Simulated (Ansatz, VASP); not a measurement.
## One calculation of Sc3Al, two programs

File POSCAR:

```
Sc3Al
1.0
    4.4319878233      0.0000000000      0.0000000000
    0.0000000000      4.4319878233      0.0000000000
    0.0000000000      0.0000000000      4.4319878233
Sc Al
3 1
Direct
    0.5000000000      0.0000000000      0.5000000000
    0.0000000000      0.5000000000      0.5000000000
    0.5000000000      0.5000000000      0.0000000000
    0.0000000000      0.0000000000      0.0000000000
```

The input INCAR.step1:

```
ALGO = Normal
EDIFF = 1E-4
ENCUT = 520
GGA = PE
ISMEAR = 0
LASPH = True
LCHARG = False
LREAL = False
LWAVE = True
NBANDS = 26
NELM = 60
PREC = Accurate
SIGMA = 0.1
```

INCAR.step2

```
ALGO = Normal
EDIFF = 1E-6
ENCUT = 520
ISIF = 2
ISMEAR = 0
ISTART = 1
LASPH = True
LCHARG = False
LMIXTAU = True
LREAL = False
LWAVE = False
METAGGA = R2SCAN
NBANDS = 26
NELM = 60
PREC = Accurate
SIGMA = 0.1
```

Contents of KPOINTS:

```
k-points
0
Gamma
  10 10 10
```

Input for Ansatz:

```yaml
crystal:
  lattice:
    - [4.4319878233, 0.0, 0.0]
    - [0.0, 4.4319878233, 0.0]
    - [0.0, 0.0, 4.4319878233]
  atoms:
    - { symbol: Sc, position: [0.5, 0.0, 0.5] }
    - { symbol: Sc, position: [0.0, 0.5, 0.5] }
    - { symbol: Sc, position: [0.5, 0.5, 0.0] }
    - { symbol: Al, position: [0.0, 0.0, 0.0] }
basis:
  ecutwfc: 500
kpoints:
  mp_grid: { grid: [10, 10, 10] }
hamiltonian:
  xc: r2scan
scf:
  occupations: { method: gaussian, width: 0.1 }
output:
  forces: true
  stress: true
  eigenvalues: true
  populations: true
```

Alike in both runs: task single point; functional r2SCAN; k mesh 10 × 10 × 10; occupations gaussian, width 0.1 eV; no spin polarisation.

|  | VASP | Ansatz |
| --- | --- | --- |
| version | VASP 6.6.1 | Ansatz 0.2.0 |
| potentials or method | VASP PAW PBE potentials, release 64 (Sc_sv, Al), cutoff 520 eV | scalar-relativistic, plane waves, PAW |
| valence electrons in the cell | 36 | 36 |

|  | VASP | Ansatz | Ansatz less VASP |
| --- | --- | --- | --- |
| gap on the k mesh at the Fermi level (eV) | none | none | - |
| pressure (GPa) | 0.0 | -0.2 | -0.18 |

VASP's potentials were made for PBE, not for r2SCAN. A gap of «none» marks a metal or a gap that the smearing closes.
